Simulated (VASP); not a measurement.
# Rb in VASP: single point with PBEsol

Aim: the single point of Rb with PBEsol.

All numbers are computed with VASP 6.6.1; they aren't measurements. Logs are shortened: lines on timing, memory, paths and dates and some standing lists are left out, and cuts for length are marked.

## Step 1: The cell of the first run

The cell holds a slab with vacuum, 4 atoms: a = 4.971 Å, b = 4.971 Å, c = 27.145 Å, α = 90.00°, β = 90.00°, γ = 120.00°.

## Step 2: Single point, PBEsol

The input, INCAR:

```
PREC = Accurate
ENCUT = 520
EDIFF = 1E-6
ISMEAR = 0
SIGMA = 0.1
LREAL = F
LASPH = T
NELM = 80
ALGO = Fast
ISIF = 2
LWAVE = F
LCHARG = F
LDIPOL = T
IDIPOL = 3
DIPOL = 0.5 0.5 0.500
GGA = PS
NBANDS = 26
```

The input, KPOINTS:

```
regular mesh
0
Gamma
  9 9 1
```

The input, POSCAR:

```
Rb
1.0
    4.9706640160      0.0000000000      0.0000000000
   -2.4853320080      4.3047213115      0.0000000000
    0.0000000000      0.0000000000     27.1452816247
Rb
4
Direct
    0.6666666667      0.3333333333      0.2762911103
    0.3333333333      0.6666666667      0.4254303701
    0.6666666667      0.3333333333      0.5745696299
    0.3333333333      0.6666666667      0.7237088897
```

Potentials or basis: VASP PAW PBE potentials, release 64 (Rb_sv).

On the command line:

```console
cat potpaw_PBE.64/Rb_sv/POTCAR > POTCAR
mpirun -np 1 vasp_std > vasp.out
```

OUTCAR:

```text
PREC = Accurate
   ENCUT = 520
   EDIFF = 1E-6
   ISMEAR = 0
   LREAL = F
   LASPH = T
   NELM = 80
   ISIF = 2
   GGA = PS

 ion  position               nearest neighbor table
   1  0.667  0.333  0.276-   2 4.96   2 4.96   2 4.96
   2  0.333  0.667  0.425-   3 4.96   1 4.96   3 4.96   1 4.96   3 4.96   1 4.96
   3  0.667  0.333  0.575-   2 4.96   4 4.96   2 4.96   4 4.96   2 4.96   4 4.96
   4  0.333  0.667  0.724-   3 4.96   3 4.96   3 4.96

  LATTYP: Found a hexagonal cell.
 ALAT       =     4.9706640160
 C/A-ratio  =     5.4610976597

  Lattice vectors:

 A1 = (   4.9706640160,   0.0000000000,   0.0000000000)
 A2 = (  -2.4853320080,   4.3047213115,   0.0000000000)
 A3 = (   0.0000000000,   0.0000000000,  27.1452816247)

Analysis of symmetry for initial positions (statically):
=====================================================================
 Subroutine PRICEL returns:
 Original cell was already a primitive cell.

 Routine SETGRP: Setting up the symmetry group for a
 hexagonal supercell.

 Subroutine GETGRP returns: Found 12 space group operations
 (whereof 12 operations were pure point group operations)
 out of a pool of 24 trial point group operations.

The static configuration has the point symmetry D_3d.

Analysis of symmetry for dynamics (positions and initial velocities):
=====================================================================
 Subroutine PRICEL returns:
 Original cell was already a primitive cell.

 Routine SETGRP: Setting up the symmetry group for a
 hexagonal supercell.

 Subroutine GETGRP returns: Found 12 space group operations
 (whereof 12 operations were pure point group operations)
 out of a pool of 24 trial point group operations.

The dynamic configuration has the point symmetry D_3d.

 Subroutine INISYM returns: Found 12 space group operations
 (whereof 12 operations are pure point group operations),
 and found     1 'primitive' translations

----------------------------------------------------------------------------------------

                                     Primitive cell

  volume of cell :     580.8364

  direct lattice vectors                    reciprocal lattice vectors
     4.970664016  0.000000000  0.000000000     0.201180365  0.116151538  0.000000000
    -2.485332008  4.304721311  0.000000000     0.000000000  0.232303076  0.000000000
     0.000000000  0.000000000 27.145281625     0.000000000  0.000000000  0.036838815

  length of vectors
     4.970664016  4.970664016 27.145281625     0.232303076  0.232303076  0.036838815

  position of ions in fractional coordinates (direct lattice)
     0.666666667  0.333333333  0.276291110
     0.333333333  0.666666667  0.425430370
     0.666666667  0.333333333  0.574569630
     0.333333333  0.666666667  0.723708890

  ion indices of the primitive-cell ions
   primitive index   ion index
                 1           1
                 2           2
                 3           3
                 4           4

----------------------------------------------------------------------------------------

 KPOINTS: regular mesh

Automatic generation of k-mesh.
 Grid dimensions read from file:
 generate k-points for:    9    9    1

 Generating k-lattice:

  Cartesian coordinates                     Fractional coordinates (reciprocal lattice)
     0.022353374  0.012905726  0.000000000     0.111111111 -0.000000000  0.000000000
     0.000000000  0.025811453  0.000000000     0.000000000  0.111111111  0.000000000
     0.000000000  0.000000000  0.036838815     0.000000000  0.000000000  1.000000000

  Length of vectors
     0.025811453  0.025811453  0.036838815

  Shift w.r.t. Gamma in fractional coordinates (k-lattice)
     0.000000000  0.000000000  0.000000000

 Subroutine IBZKPT returns following result:
 ===========================================

 Found     12 irreducible k-points:

 Following reciprocal coordinates:
            Coordinates               Weight
  0.000000  0.000000  0.000000      1.000000
  0.111111 -0.000000  0.000000      6.000000
  0.222222 -0.000000  0.000000      6.000000
  0.333333 -0.000000  0.000000      6.000000
  0.444444 -0.000000  0.000000      6.000000
  0.111111  0.111111  0.000000      6.000000
  0.222222  0.111111  0.000000     12.000000
  0.333333  0.111111  0.000000     12.000000
  0.444444  0.111111  0.000000      6.000000
  0.222222  0.222222  0.000000      6.000000
  0.333333  0.222222  0.000000     12.000000
  0.333333  0.333333  0.000000      2.000000
   k-points           NKPTS =     12   k-points in BZ     NKDIM =     12   number of bands    NBANDS=     26
   number of dos      NEDOS =    301   number of ions     NIONS =      4
   total plane-waves  NPLWV = 336000
   dimension x,y,z NGX =    40 NGY =   40 NGZ =  210
   dimension x,y,z NGXF=    80 NGYF=   80 NGZF=  420
   ions per type =               4
   NGX,Y,Z   is equivalent  to a cutoff of  13.38, 13.38, 12.86 a.u.
   NGXF,Y,Z  is equivalent  to a cutoff of  26.76, 26.76, 25.72 a.u.
 SYSTEM =  unknown system
   PREC   = accura    normal or accurate (medium, high low for compatibility)
   ISTART =      0    job   : 0-new  1-cont  2-samecut
   ICHARG =      2    charge: 1-file 2-atom 10-const
   ISPIN  =      1    spin polarized calculation?
   LNONCOLLINEAR =      F non collinear calculations
   LSORBIT =      F    spin-orbit coupling
   LASPH  =      T    aspherical Exc in radial PAW
   ENCUT  =  520.0 eV  38.22 Ry    6.18 a.u.   9.24  9.24 50.47*2*pi/ulx,y,z
   NELM   =     80;   NELMIN=  2; NELMDL= -5     # of ELM steps
   EDIFF  = 0.1E-05   stopping-criterion for ELM
   LREAL  =      F    real-space projection
   EDIFFG = 0.1E-04   stopping-criterion for IOM
   NSW    =      0    number of steps for IOM
   IBRION =     -1    ionic relax: 0-MD 1-quasi-New 2-CG
   NFREE  =      0    steps in history (QN), initial steepest desc. (CG)
   ISIF   =      2    stress and relaxation
   ISYM   =      2    0-nonsym 1-usesym 2-fastsym
   POTIM  = 0.5000    time-step for ionic-motion
   TEBEG  =    0.0;   TEEND  =   0.0 temperature during run
   PSTRESS=    0.0 pullay stress
   NELECT =      36.0000    total number of electrons
   NUPDOWN=      -1.0000    fix difference up-down
   EMIN   =  10.00;   EMAX   =-10.00  energy-range for DOS
   EFERMI =   0.00;   METHOD = LEGACY
   ISMEAR =     0;   SIGMA  =   0.10  broadening in eV -4-tet -1-fermi 0-gaus
   EFERMI_NEDOS =   21; number of points for ismear=-14 and -15
   IALGO  =     68    algorithm
   IMIX   =      4    mixing-type and parameters
     AMIX     =   0.40;   BMIX     =  1.00
     AMIX_MAG =   1.60;   BMIX_MAG =  1.00
  volume/ion in A,a.u.               =     145.21       979.92
  Fermi-wavevector in a.u.,A,eV,Ry     =   0.647875  1.224306  5.710933  0.419742
  Thomas-Fermi vector in A             =   1.716325
   LORBIT       =      0    0 simple, 1 ext, 2 COOP (PROOUT), +10 PAW based schemes
   GGA     = PS    functional components
   LHFCALC =     F    Hartree Fock is set to
   AEXX    =    0.0000 exact exchange contribution
   IVDW    =     0    specifies the selected vdW correction
   LEPSILON=     F    determine dielectric tensor
   LRPA    =     F    only Hartree local field effects (RPA)
 non-spin polarized calculation
 RMM-DIIS sequential band-by-band and
 Gauss-broadening in eV      SIGMA  =   0.10
  energy-cutoff  :      520.00
  volume of cell :      580.84
 maximum number of plane-waves:     15660
 NGX is ok and might be reduce to    40
   NGX = 19   NGY = 19   NGZ =101

 dipolmoment           0.000000      0.000000      0.000000 electrons x Angstroem

 number of electron      36.0000000 magnetization

 dipolmoment           0.000000      0.000000     -0.000000 electrons x Angstroem

 Free energy of the ion-electron system (eV)
  ---------------------------------------------------
  ext. energy  EPLUGINS =         0.00000000
  ---------------------------------------------------
  free energy    TOTEN  =        -3.87794870 eV

  energy without entropy =       -3.86541439  energy(sigma->0) =       -3.87168154

 E-fermi :  -0.8430     XC(G=0):  -3.8186

 val. band max:       -0.8484747385   @ k =   0.1111   0.1111   0.0000
 cond. band min:      -0.7382175679   @ k =   0.2222  -0.0000   0.0000
 fundamental gap:      0.1102571705
 Fermi energy:        -0.8429695951

 k-point     1 :       0.0000    0.0000    0.0000
  band No.  band energies     occupation
      1     -29.8139      2.00000
      2     -29.8139      2.00000
      3     -29.6678      2.00000
      4     -29.6654      2.00000
      5     -13.9341      2.00000
      6     -13.9327      2.00000
[... 18 lines left out ...]
     25       1.6052      0.00000
     26       2.6530      0.00000

 k-point     2 :       0.1111   -0.0000    0.0000
  band No.  band energies     occupation
      1     -29.8136      2.00000
      2     -29.8136      2.00000
      3     -29.6674      2.00000
      4     -29.6650      2.00000
      5     -13.9323      2.00000
      6     -13.9311      2.00000
[... 18 lines left out ...]
     25       1.6694      0.00000
     26       2.2110      0.00000

 k-point     3 :       0.2222   -0.0000    0.0000
  band No.  band energies     occupation
      1     -29.8126      2.00000
      2     -29.8126      2.00000
      3     -29.6662      2.00000
      4     -29.6643      2.00000
      5     -13.9277      2.00000
      6     -13.9272      2.00000
[... 224 lines left out ...]
 k-point    11 :       0.3333    0.2222    0.0000
  band No.  band energies     occupation
      1     -29.8105      2.00000
      2     -29.8105      2.00000
      3     -29.6635      2.00000
      4     -29.6629      2.00000
      5     -13.9274      2.00000
      6     -13.9273      2.00000
[... 18 lines left out ...]
     25       0.9065      0.00000
     26       1.0773      0.00000

 k-point    12 :       0.3333    0.3333    0.0000
  band No.  band energies     occupation
      1     -29.8104      2.00000
      2     -29.8104      2.00000
      3     -29.6630      2.00000
      4     -29.6630      2.00000
      5     -13.9174      2.00000
      6     -13.9174      2.00000
[... 18 lines left out ...]
     25       0.7991      0.00000
     26       1.1040      0.00000

------------------------ aborting loop because EDIFF is reached ----------------------------------------

 vacuum level on the upper side and lower side of the slab       (xc-potential included)        -0.432        -0.432

  FORCE on cell =-STRESS in cart. coord.  units (eV):
  Direction    XX          YY          ZZ          XY          YZ          ZX
  --------------------------------------------------------------------------------------
  -------------------------------------------------------------------------------------
  Total       -0.1779463     -0.1779463      0.0177480      0.0000000      0.0000000      0.0000000
  in kB       -0.4908467     -0.4908467      0.0489559      0.0000000      0.0000000      0.0000000
  external PRESSURE =      -0.3109125 kB  Pullay stress =       0.0000000 kB

 VOLUME and BASIS-vectors are now :
 -----------------------------------------------------------------------------
  energy-cutoff  :      520.00
  volume of cell :      580.84
      direct lattice vectors                 reciprocal lattice vectors
     4.970664016  0.000000000  0.000000000     0.201180365  0.116151538  0.000000000
    -2.485332008  4.304721311  0.000000000     0.000000000  0.232303076  0.000000000
     0.000000000  0.000000000 27.145281625     0.000000000  0.000000000  0.036838815

 POSITION                                       TOTAL-FORCE (eV/Angst)
 -----------------------------------------------------------------------------------
      2.48533      1.43491      7.50000        -0.000000     -0.000000      0.004520
     -0.00000      2.86981     11.54843        -0.000000      0.000000     -0.013993
      2.48533      1.43491     15.59685         0.000000      0.000000      0.013993
     -0.00000      2.86981     19.64528         0.000000      0.000000     -0.004520
 -----------------------------------------------------------------------------------
    total drift:                                0.000000     -0.000000     -0.000000

  FREE ENERGIE OF THE ION-ELECTRON SYSTEM (eV)
  ---------------------------------------------------
  free  energy   TOTEN  =        -3.8779486979 eV

  energy  without entropy=       -3.8654143904  energy(sigma->0) =       -3.87168154

 vacuum level on the upper side and lower side of the slab         1.061         1.061
```

Run time: 6.9 min. Hardware: 1 thread of Intel Xeon Platinum 8259CL at 2.50GHz (Skylake/Cascade Lake), shared host; peak memory 0.71 GiB.

Results:

```yaml
Free_energy: -3.8779 eV
Largest_force: 0.014 eV/Å
Band_gap_on_the_k_mesh: zero (band 18 reaches 0.01 eV, above the bottom of band 19 at -1.87 eV)
```

Forces in eV/Å, atoms in the order of the input:
```
Rb   0.000  0.000  0.005
Rb   0.000  0.000 -0.014
Rb   0.000  0.000  0.014
Rb   0.000  0.000 -0.005
```

Levels at points of the mesh, in eV from the Fermi level:
| k point | band 14 | band 15 | band 16 | band 17 | band 18 | band 19 | band 20 | band 21 | band 22 | band 23 |
| --- | --- | --- | --- | --- | --- | --- | --- | --- | --- | --- |
| (0.00, 0.00, 0.00) | -12.88 | -12.87 | -12.87 | -1.92 | -1.57 | -1.03 | -0.36 | 0.67 | 1.09 | 1.62 |

Caveat: the PAW data sets were made with another functional, which shifts forces and pressure a little.
